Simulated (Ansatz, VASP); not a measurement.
## Cu: VASP beside Ansatz

```
Cu
1.0
    -1.42191    1.42191    1.42191
     1.42191   -1.42191    1.42191
     1.42191    1.42191   -1.42191
Cu
1
Cartesian
  0.0000 0.0000 0.0000
```

Alike in both runs: task relaxation of cell and atoms; functional r2SCAN; k mesh 28 × 28 × 28; occupations gaussian, width 0.1 eV; no spin polarisation.

```csv
,VASP,Ansatz
version,VASP 6.6.1,Ansatz 0.2.0
potentials or method,"VASP PAW PBE potentials, release 64 (Cu), cutoff 600 eV","scalar-relativistic, plane waves, PAW"
valence electrons in the cell,11,19
```

|  | VASP | Ansatz | Ansatz less VASP |
| --- | --- | --- | --- |
| gap on the k mesh at the Fermi level, each at its own relaxed structure (eV) | none | none | - |
| relaxed volume (Å³/atom) | 11.53 | 11.47 | -0.056 |
| relaxed cell length with the largest relative difference (Å) | 2.465 | 2.461 | -0.0040 |

VASP's potentials were made for PBE, not for r2SCAN. A gap of «none» marks a metal or a gap that the smearing closes. VASP's potentials hold 11 valence electrons a cell and Ansatz's 19, so a difference there can come from the potentials and not from the codes.
